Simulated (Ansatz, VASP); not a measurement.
**CdTe3: VASP beside Ansatz**

```
Cd Te
1.0
     0.00000    4.83915    4.83915
     4.83915    0.00000    4.83915
     4.83915    4.83915    0.00000
Cd Te
2 6
Direct
  0.25000 0.25000 0.25000
  0.75000 0.75000 0.75000
  0.75004 0.24996 0.24996
  0.24996 0.75004 0.75004
  0.24996 0.75004 0.24996
  0.75004 0.24996 0.75004
  0.24996 0.24996 0.75004
  0.75004 0.75004 0.24996
```

Alike in both runs: functional PBE; k mesh 4 × 4 × 4; occupations gaussian, width 0.1 eV; no spin polarisation.

Ansatz relaxed the structure, and its values are those at the end. VASP's run is a single point on that final structure, the one shown.

|  | VASP | Ansatz |
| --- | --- | --- |
| version | VASP 6.6.1 | Ansatz 0.2.0 |
| potentials or method | VASP PAW PBE potentials, release 64 (Cd, Te), cutoff 520 eV | scalar-relativistic, plane waves, PAW |
| valence electrons in the cell | 60 | 136 |

```tsv
	VASP	Ansatz	Ansatz less VASP
gap on the k mesh at the Fermi level (eV)	none	none	-
pressure (GPa)	0.0	-0.1	-0.02
```

A gap of «none» marks a metal or a gap that the smearing closes. The functional is the same, so the differences come from potentials, cutoffs and numerics. VASP's potentials hold 60 valence electrons a cell and Ansatz's 136, so a difference there can come from the potentials and not from the codes.

Neither program's run includes spin-orbit coupling.
